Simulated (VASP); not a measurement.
Runs of VASP 6.6.1 on W. The structure is that of space group Im-3m (No. 229), or close to it. The cells are those of the table. 

```csv
spin,cell,k mesh,pressure (GPa),moment (μB)
"non-collinear, zero start, SOC","a = 2.737 Å, angles 109.5°, 1 atom",8 × 8 × 8,0.2,0.00
"non-collinear, zero start, SOC","a = 2.700 Å, angles 109.5°, 1 atom",8 × 8 × 8,(b),0.00
off,"a = 2.737 Å, angles 109.5°, 1 atom",16 × 16 × 16,(a),-
"non-collinear, zero start, SOC","a = 2.782 Å, angles 109.5°, 1 atom",8 × 8 × 8,-14.1,0.00
"non-collinear, zero start, SOC","a = 2.737 Å, angles 109.5°, 1 atom",12 × 12 × 12,0.0,0.00
```

Alike in all rows: task single point; level PBEsol; potentials or basis VASP PAW PBE potentials, release 64 (W_sv); cutoff (eV) 500; smearing gaussian 0.05 eV.

Q: Estimate the missing entries.

A: (a) -1.5; (b) 14.8.

Caveats: the PAW data sets were made with another functional, which shifts forces and pressure a little.
